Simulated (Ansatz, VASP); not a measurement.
# CoO: VASP beside Ansatz

INCAR

```
PREC = Accurate ; ENCUT = 700
EDIFF = 1E-6 ; ISMEAR = -1
SIGMA = 0.05 ; LREAL = F
LASPH = T ; NELM = 200
ALGO = Normal ; ISIF = 2
LWAVE = F ; LCHARG = F
ISPIN = 2 ; MAGMOM = 4 0
LORBIT = 11 ; NUPDOWN = 4.0
LMAXMIX = 4 ; GGA = PS
NBANDS = 22 ; GGA_COMPAT = F
```

The input KPOINTS:

```
Automatic mesh
0
Gamma
  9 9 9
```

Contents of POSCAR:

```
CoO
1.0
    1.5054695445      0.8691832468      2.4399269062
   -1.5054695445      0.8691832468      2.4399269062
    0.0000000000     -1.7383664936      2.4399269062
Co O
1 1
Direct
    0.0000000000      0.0000000000      0.0000000000
    0.5000000000      0.5000000000      0.5000000000
```

File input.yaml:

```yaml
crystal:
  lattice:
    - [1.5054695445, 0.8691832468, 2.4399269062]
    - [-1.5054695445, 0.8691832468, 2.4399269062]
    - [0.0, -1.7383664936, 2.4399269062]
  atoms:
    - { symbol: Co, position: [0.0, 0.0, 0.0], spin: 4.0 }
    - { symbol: O, position: [0.5, 0.5, 0.5] }
hamiltonian:
  xc: pbesol
  pseudopotentials: { kind: paw }
magnetization:
  spin_polarized: true
  initial_magnetization: 4.0
  spin_locking: { lock_magnetization: hard }
kpoints:
  mp_grid: { grid: [9, 9, 9] }
scf:
  occupations: { method: fermi_dirac, width: 0.05 }
  lower_state_search: "off"
output:
  forces: true
  stress: true
  eigenvalues: true
  write_density: true
  write_potential: true
  elf: true
  volumetric_format: npy
```

Alike in both runs: task single point; functional PBEsol; k mesh 9 × 9 × 9; occupations fermi-dirac, width 0.05 eV; collinear spin; fixed moment 4 μB.

```csv
,VASP,Ansatz
version,VASP 6.6.1,Ansatz 0.2.0
potentials or method,"VASP PAW PBE potentials, release 64 (Co_sv, O)",Ansatz PAW
plane-wave cutoff (eV),700,420
valence electrons in the cell,23,23
```

VASP gave:

```
pressure (GPa)                                                : 15.2
traceless stress, the component that is largest in VASP (GPa) : -0.15
net moment per atom (μB)                                      : 2.00
size of the moment on the site where the two differ most (μB) : 2.95
```

Q: Which values does Ansatz return?

A: Pressure (GPa): 15.8; traceless stress, the component that is largest in VASP (GPa): -0.13; net moment per atom (μB): 2.00; size of the moment on the site where the two differ most (μB): 2.90.

VASP's potentials were made for PBE, not for PBEsol. Site moments also hang on the region over which each program counts them.
